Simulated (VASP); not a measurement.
# ZnS (P6_3mc) in VASP: further runs

The runs below take ZnS through single point, with PBE.

Program: VASP 6.6.1. These are calculated values, not measurements. Logs are shortened: lines on timing, memory, paths and dates and some standing lists are left out, and cuts for length are marked.

## (1) The cell of the first run

Symmetry: P6_3mc, No. 186, hexagonal system. The conventional cell has a = 3.681 Å, b = 3.681 Å, c = 6.057 Å, α = 90.00°, β = 90.00°, γ = 120.00°. Within 3.0 Å of Zn (site symmetry 3m) lie 4 S at 2.26 Å. S (site symmetry 3m) has 4 Zn at 2.26 Å within 3.0 Å.

## (2) Single point, PBE (volume scaled by 0.88, then relaxed in part)

File INCAR:

```
ALGO = Normal
EDIFF = 1E-7
ENCUT = 520
GGA = PE
ISIF = 2
ISMEAR = 0
LASPH = True
LCHARG = False
LREAL = False
LWAVE = False
NBANDS = 26
NELM = 80
PREC = Accurate
SIGMA = 0.02
```

File KPOINTS:

```
k-points
0
Gamma
  12 12 6
```

File POSCAR:

```
ZnS
1.0
    3.6805920459      0.0000000000      0.0000000000
   -1.8402960229      3.1874862127      0.0000000000
    0.0000000000      0.0000000000      6.0567449392
Zn S
2 2
Direct
    0.3333333333      0.6666666667      0.0058881503
    0.6666666667      0.3333333333      0.5058881503
    0.3333333333      0.6666666667      0.3791118397
    0.6666666667      0.3333333333      0.8791118397
```

Potentials or basis: VASP PAW PBE potentials, release 64 (Zn, S).

On the command line:

```console
$ cat potpaw_PBE.64/Zn/POTCAR potpaw_PBE.64/S/POTCAR > POTCAR
$ mpirun -np 1 vasp_std > vasp.out
```

OUTCAR:

```text
EDIFF = 1E-7
   ENCUT = 520
   GGA = PE
   ISIF = 2
   ISMEAR = 0
   LASPH = True
   LREAL = False
   NELM = 80
   PREC = Accurate

 ion  position               nearest neighbor table
   1  0.333  0.667  0.006-   4 2.26   4 2.26   4 2.26   3 2.26
   2  0.667  0.333  0.506-   3 2.26   3 2.26   3 2.26   4 2.26
   3  0.333  0.667  0.379-   2 2.26   2 2.26   2 2.26   1 2.26
   4  0.667  0.333  0.879-   1 2.26   1 2.26   1 2.26   2 2.26

  LATTYP: Found a hexagonal cell.
 ALAT       =     3.6805920459
 C/A-ratio  =     1.6455898572

  Lattice vectors:

 A1 = (   3.6805920459,   0.0000000000,   0.0000000000)
 A2 = (  -1.8402960229,   3.1874862127,   0.0000000000)
 A3 = (   0.0000000000,   0.0000000000,   6.0567449392)

Analysis of symmetry for initial positions (statically):
=====================================================================
 Subroutine PRICEL returns:
 Original cell was already a primitive cell.

 Routine SETGRP: Setting up the symmetry group for a
 hexagonal supercell.

 Subroutine GETGRP returns: Found 12 space group operations
 (whereof  6 operations were pure point group operations)
 out of a pool of 24 trial point group operations.

The static configuration has the point symmetry C_3v.
 The point group associated with its full space group is C_6v.

Analysis of symmetry for dynamics (positions and initial velocities):
=====================================================================
 Subroutine PRICEL returns:
 Original cell was already a primitive cell.

 Routine SETGRP: Setting up the symmetry group for a
 hexagonal supercell.

 Subroutine GETGRP returns: Found 12 space group operations
 (whereof  6 operations were pure point group operations)
 out of a pool of 24 trial point group operations.

The dynamic configuration has the point symmetry C_3v.
 The point group associated with its full space group is C_6v.

 Subroutine INISYM returns: Found 12 space group operations
 (whereof  6 operations are pure point group operations),
 and found     1 'primitive' translations

----------------------------------------------------------------------------------------

                                     Primitive cell

  volume of cell :      71.0567

  direct lattice vectors                    reciprocal lattice vectors
     3.680592046  0.000000000  0.000000000     0.271695420  0.156863424  0.000000000
    -1.840296023  3.187486213  0.000000000     0.000000000  0.313726847  0.000000000
     0.000000000  0.000000000  6.056744939     0.000000000  0.000000000  0.165105186

  length of vectors
     3.680592046  3.680592046  6.056744939     0.313726847  0.313726847  0.165105186

  position of ions in fractional coordinates (direct lattice)
     0.333333333  0.666666667  0.005888150
     0.666666667  0.333333333  0.505888150
     0.333333333  0.666666667  0.379111840
     0.666666667  0.333333333  0.879111840

  ion indices of the primitive-cell ions
   primitive index   ion index
                 1           1
                 2           2
                 3           3
                 4           4

----------------------------------------------------------------------------------------

 KPOINTS: k-points

Automatic generation of k-mesh.
 Grid dimensions read from file:
 generate k-points for:   12   12    6

 Generating k-lattice:

  Cartesian coordinates                     Fractional coordinates (reciprocal lattice)
     0.022641285  0.013071952  0.000000000     0.083333333 -0.000000000  0.000000000
     0.000000000  0.026143904  0.000000000     0.000000000  0.083333333  0.000000000
     0.000000000  0.000000000  0.027517531     0.000000000  0.000000000  0.166666667

  Length of vectors
     0.026143904  0.026143904  0.027517531

  Shift w.r.t. Gamma in fractional coordinates (k-lattice)
     0.000000000  0.000000000  0.000000000

 Subroutine IBZKPT returns following result:
 ===========================================

 Found     76 irreducible k-points:

 Following reciprocal coordinates:
            Coordinates               Weight
  0.000000  0.000000  0.000000      1.000000
  0.083333  0.000000  0.000000      6.000000
  0.166667  0.000000  0.000000      6.000000
  0.250000  0.000000  0.000000      6.000000
  0.333333  0.000000  0.000000      6.000000
  0.416667 -0.000000  0.000000      6.000000
[... 16 lines left out ...]
  0.250000  0.000000  0.166667     12.000000
  0.333333  0.000000  0.166667     12.000000
 [... further k-points ...]
   k-points           NKPTS =     76   k-points in BZ     NKDIM =     76   number of bands    NBANDS=     26
   number of dos      NEDOS =    301   number of ions     NIONS =      4
   total plane-waves  NPLWV =  37632
   dimension x,y,z NGX =    28 NGY =   28 NGZ =   48
   dimension x,y,z NGXF=    56 NGYF=   56 NGZF=   96
   ions per type =               2   2
   NGX,Y,Z   is equivalent  to a cutoff of  12.65, 12.65, 13.18 a.u.
   NGXF,Y,Z  is equivalent  to a cutoff of  25.29, 25.29, 26.35 a.u.
 SYSTEM =  unknown system
   PREC   = accura    normal or accurate (medium, high low for compatibility)
   ISTART =      0    job   : 0-new  1-cont  2-samecut
   ICHARG =      2    charge: 1-file 2-atom 10-const
   ISPIN  =      1    spin polarized calculation?
   LNONCOLLINEAR =      F non collinear calculations
   LSORBIT =      F    spin-orbit coupling
   LASPH  =      T    aspherical Exc in radial PAW
   ENCUT  =  520.0 eV  38.22 Ry    6.18 a.u.   6.84  6.84 11.26*2*pi/ulx,y,z
   NELM   =     80;   NELMIN=  2; NELMDL= -5     # of ELM steps
   EDIFF  = 0.1E-06   stopping-criterion for ELM
   LREAL  =      F    real-space projection
   EDIFFG = 0.1E-05   stopping-criterion for IOM
   NSW    =      0    number of steps for IOM
   IBRION =     -1    ionic relax: 0-MD 1-quasi-New 2-CG
   NFREE  =      0    steps in history (QN), initial steepest desc. (CG)
   ISIF   =      2    stress and relaxation
   ISYM   =      2    0-nonsym 1-usesym 2-fastsym
   POTIM  = 0.5000    time-step for ionic-motion
   TEBEG  =    0.0;   TEEND  =   0.0 temperature during run
   PSTRESS=    0.0 pullay stress
   NELECT =      36.0000    total number of electrons
   NUPDOWN=      -1.0000    fix difference up-down
   EMIN   =  10.00;   EMAX   =-10.00  energy-range for DOS
   EFERMI =   0.00;   METHOD = LEGACY
   ISMEAR =     0;   SIGMA  =   0.02  broadening in eV -4-tet -1-fermi 0-gaus
   EFERMI_NEDOS =   21; number of points for ismear=-14 and -15
   IALGO  =     38    algorithm
   IMIX   =      4    mixing-type and parameters
     AMIX     =   0.40;   BMIX     =  1.00
     AMIX_MAG =   1.60;   BMIX_MAG =  1.00
  volume/ion in A,a.u.               =      17.76       119.88
  Fermi-wavevector in a.u.,A,eV,Ry     =   1.305090  2.466263 23.174269  1.703261
  Thomas-Fermi vector in A             =   2.435983
   LORBIT       =      0    0 simple, 1 ext, 2 COOP (PROOUT), +10 PAW based schemes
   GGA     = PE    functional components
   LHFCALC =     F    Hartree Fock is set to
   AEXX    =    0.0000 exact exchange contribution
   IVDW    =     0    specifies the selected vdW correction
   LEPSILON=     F    determine dielectric tensor
   LRPA    =     F    only Hartree local field effects (RPA)
 non-spin polarized calculation
 Gauss-broadening in eV      SIGMA  =   0.02
  energy-cutoff  :      520.00
  volume of cell :       71.06
 maximum number of plane-waves:      1941
 NGX is ok and might be reduce to    28
   NGX = 13   NGY = 13   NGZ = 23

 number of electron      36.0000008 magnetization

 Free energy of the ion-electron system (eV)
  ---------------------------------------------------
  ext. energy  EPLUGINS =         0.00000000
  ---------------------------------------------------
  free energy    TOTEN  =       -13.36560548 eV

  energy without entropy =      -13.36560548  energy(sigma->0) =      -13.36560548

 E-fermi :   3.3053     XC(G=0): -10.1273

 val. band max:        3.1747405694   @ k =   0.0000   0.0000   0.0000
 cond. band min:       5.8356658132   @ k =   0.0000   0.0000   0.0000
 fundamental gap:      2.6609252438
 Fermi energy:         3.3053269938

 k-point     1 :       0.0000    0.0000    0.0000
  band No.  band energies     occupation
      1     -10.7909      2.00000
      2      -9.6597      2.00000
      3      -3.6641      2.00000
      4      -3.6374      2.00000
      5      -3.6374      2.00000
      6      -3.5368      2.00000
[... 18 lines left out ...]
     25      10.9009      0.00000
     26      12.9107      0.00000

 k-point     2 :       0.0833    0.0000    0.0000
  band No.  band energies     occupation
      1     -10.7348      2.00000
      2      -9.6271      2.00000
      3      -3.6564      2.00000
      4      -3.6410      2.00000
      5      -3.6258      2.00000
      6      -3.5335      2.00000
[... 18 lines left out ...]
     25      11.1441      0.00000
     26      12.3924      0.00000

 k-point     3 :       0.1667    0.0000    0.0000
  band No.  band energies     occupation
      1     -10.5734      2.00000
      2      -9.5385      2.00000
      3      -3.6695      2.00000
      4      -3.6187      2.00000
      5      -3.5962      2.00000
      6      -3.5167      2.00000
[... 18 lines left out ...]
     25      11.4983      0.00000
     26      11.8111      0.00000

 k-point     4 :       0.2500    0.0000    0.0000
  band No.  band energies     occupation
      1     -10.3291      2.00000
      2      -9.4214      2.00000
      3      -3.6903      2.00000
      4      -3.5898      2.00000
      5      -3.5612      2.00000
      6      -3.4671      2.00000
[... 18 lines left out ...]
     25      11.9150      0.00000
     26      12.2443      0.00000
[... 496 lines left out ...]
      1     -10.5141      2.00000
      2      -9.6204      2.00000
      3      -3.6841      2.00000
      4      -3.6139      2.00000
      5      -3.5901      2.00000
      6      -3.5325      2.00000
[... 18 lines left out ...]
     25      11.6058      0.00000
     26      11.8683      0.00000

 k-point    23 :       0.2500    0.0000    0.1667
  band No.  band energies     occupation
      1     -10.2751      2.00000
      2      -9.4900      2.00000
      3      -3.7033      2.00000
      4      -3.5985      2.00000
      5      -3.5525      2.00000
      6      -3.4795      2.00000
[... 18 lines left out ...]
     25      12.0593      0.00000
     26      12.4752      0.00000

 k-point    24 :       0.3333    0.0000    0.1667
  band No.  band energies     occupation
      1      -9.9978      2.00000
      2      -9.3697      2.00000
      3      -3.7083      2.00000
      4      -3.5842      2.00000
      5      -3.5224      2.00000
      6      -3.3852      2.00000
[... 18 lines left out ...]
     25      12.3073      0.00000
     26      13.3936      0.00000

 [... further k-points ...]
[... 5 lines left out ...]
  --------------------------------------------------------------------------------------
  -------------------------------------------------------------------------------------
  Total        5.2775695      5.2775695      5.3370236      0.0000000      0.0000000      0.0000000
  in kB      118.9978908    118.9978908    120.3384529      0.0000000      0.0000000      0.0000000
  external PRESSURE =     119.4447448 kB  Pullay stress =       0.0000000 kB

 VOLUME and BASIS-vectors are now :
 -----------------------------------------------------------------------------
  energy-cutoff  :      520.00
  volume of cell :       71.06
      direct lattice vectors                 reciprocal lattice vectors
     3.680592046  0.000000000  0.000000000     0.271695420  0.156863424  0.000000000
    -1.840296023  3.187486213  0.000000000     0.000000000  0.313726847  0.000000000
     0.000000000  0.000000000  6.056744939     0.000000000  0.000000000  0.165105186

 POSITION                                       TOTAL-FORCE (eV/Angst)
 -----------------------------------------------------------------------------------
     -0.00000      2.12499      0.03566         0.000000      0.000000      0.008479
      1.84030      1.06250      3.06404        -0.000000     -0.000000      0.008479
     -0.00000      2.12499      2.29618        -0.000000      0.000000     -0.008479
      1.84030      1.06250      5.32456         0.000000     -0.000000     -0.008479
 -----------------------------------------------------------------------------------
    total drift:                               -0.000001     -0.000001      0.000311

  FREE ENERGIE OF THE ION-ELECTRON SYSTEM (eV)
  ---------------------------------------------------
  free  energy   TOTEN  =       -13.3656054793 eV

  energy  without entropy=      -13.3656054793  energy(sigma->0) =      -13.36560548
```

Run time: 60 s. Hardware: 1 thread of Intel Xeon 6975P-C (Granite Rapids), shared host; peak memory 0.25 GiB.

Results:

- Free energy: -13.3656 eV
- Pressure: 11.9 GPa
- Largest force: 0.008 eV/Å
- Band gap on the k mesh: 2.66 eV, direct

Forces in eV/Å, atoms in the order of the input:
```
Zn   0.000  0.000  0.008
Zn   0.000  0.000  0.008
S    0.000  0.000 -0.008
S    0.000  0.000 -0.008
```

## (3) Single point, PBE (volume scaled by 0.91, then relaxed in part)

File INCAR:

```
SYSTEM = ZnS
  PREC = Accurate
  ENCUT = 520
  EDIFF = 1E-6
  ISMEAR = 0
  SIGMA = 0.02
  LREAL = .False.
  LASPH = .True.
  NELM = 100
  ALGO = Normal
  ISIF = 2
  LWAVE = .False.
  LCHARG = .False.
  GGA = PE
  NBANDS = 26
```

File KPOINTS:

```
Automatic mesh
0
Gamma
  12 12 6
  0 0 0
```

File POSCAR:

```
ZnS
1.0
    3.7219504744      0.0000000000      0.0000000000
   -1.8609752372      3.2233036625      0.0000000000
    0.0000000000      0.0000000000      6.1248039497
Zn S
2 2
Direct
    0.3333333333      0.6666666667      0.0058881503
    0.6666666667      0.3333333333      0.5058881503
    0.3333333333      0.6666666667      0.3791118397
    0.6666666667      0.3333333333      0.8791118397
```

Potentials or basis: VASP PAW PBE potentials, release 64 (Zn, S).

On the command line:

```console
$ cat potpaw_PBE.64/Zn/POTCAR potpaw_PBE.64/S/POTCAR > POTCAR
$ mpirun -np 1 vasp_std > vasp.out
```

It took 71 s on 1 thread of Intel Xeon 6975P-C (Granite Rapids), shared host; peak memory 0.25 GiB.

The run converged. Its results:

```yaml
Free_energy: -13.5177 eV
Pressure: 8.2 GPa
Band_gap_on_the_k_mesh: 2.50 eV, direct
```

Levels at points of the mesh, in eV from the valence-band top:
```
           k point  band 14  band 15  band 16  band 17  band 18  band 19  band 20  band 21  band 22  band 23
(0.00, 0.00, 0.00)    -0.99    -0.99    -0.11     0.00     0.00     2.50     3.25     6.26     6.26     6.48
(0.50, 0.00, 0.00)    -4.40    -3.62    -2.49    -1.91    -0.98     3.61     4.41     5.03     6.84     7.65
(0.00, 0.00, 0.50)    -3.06    -0.52    -0.52    -0.52    -0.52     3.76     3.76     6.74     6.74     6.74
(0.50, 0.00, 0.50)    -5.19    -1.83    -1.83    -1.79    -1.79     3.53     3.53     5.17     5.17     8.89
```
